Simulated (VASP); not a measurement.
Here is a VASP 6.6.1 calculation.

Contents of INCAR:

```
PREC = Accurate
ENCUT = 520
EDIFF = 1E-8
ISMEAR = -1
SIGMA = 0.08
LREAL = False
LASPH = True
NELM = 120
ALGO = Normal
ISIF = 2
LWAVE = False
LCHARG = False
GGA = PE
LEFG = True
NBANDS = 16
GGA_COMPAT = False
```

The input KPOINTS:

```
regular mesh
0
Gamma
  12 12 12
```

Contents of POSCAR:

```
CuO
1.0
    2.6368332336      0.0000000000      0.0000000000
    0.0000000000      2.6368332336      0.0000000000
    0.0000000000      0.0000000000      2.6368332336
Cu O
1 1
Direct
    0.0000000000      0.0000000000      0.0000000000
    0.5000000000      0.5000000000      0.5000000000
```

Potentials or basis: VASP PAW PBE potentials, release 64 (Cu, O).

Command:

```console
$ cat potpaw_PBE.64/Cu/POTCAR potpaw_PBE.64/O/POTCAR > POTCAR
$ mpirun -np 1 vasp_std > vasp.out
```

Q: Estimate the pressure.

A: 0.1 GPa.

Caveat: without QUAD_EFG the Cq values of the log hold for a quadrupole moment of 1 mb, not for the nuclei; an odd number of electrons without spin polarisation forces a metal; a magnetic or distorted state may lie lower.
